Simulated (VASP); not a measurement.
Ru:

```
Ru
1.0
     2.70580    0.00000    0.00000
    -1.35290    2.34329    0.00000
     0.00000    0.00000    4.28190
Ru
2
Direct
  0.33333 0.66667 0.25000
  0.66667 0.33333 0.75000
```

```yaml
Program: VASP 6.6.1
Task: relaxation of volume and atoms at fixed shape
Functional: PBEsol
Potentials_or_basis: VASP PAW PBE potentials, release 64 (Ru_pv)
Cutoff: 600 eV
k_mesh: 7 × 7 × 4
Occupations: fermi-dirac, width 0.05 eV
Spin: no spin polarisation
```

At the start: pressure -5.8 GPa; volume 13.57 Å³/atom.

Problem. How do energy, volume and symmetry change on relaxing?

Solution. Over 4 steps the energy falls by 4.3 meV/atom and the volume is 13.34 Å³/atom (-1.7 %); space group P6_3/mmc (No. 194, to 0.1 Å) before and after.

Step by step:
| step | energy change (eV) | largest force (eV/Å) | pressure (GPa) | volume (Å³) |
| --- | --- | --- | --- | --- |
| 1 | 0.0000 | 0.0000 | -5.81 | 27.15 |
| 2 | 0.0817 | 0.0000 | 21.55 | 25.26 |
| 3 | -0.0087 | 0.0000 | -0.14 | 26.69 |
| 4 | -0.0087 | 0.0000 | -0.01 | 26.68 |

Final structure:
```
CELL_PARAMETERS angstrom
2.69009 0.00000 0.00000
-1.34505 2.32969 0.00000
0.00000 0.00000 4.25705
ATOMIC_POSITIONS crystal
Ru 0.33333 0.66667 0.25000
Ru 0.66667 0.33333 0.75000
```

Caveat: the k points lie up to 0.39 Å⁻¹ apart in the final cell, too coarse for converged energies and pressures of a metal; the PAW data sets were made with another functional, which shifts forces and pressure a little.
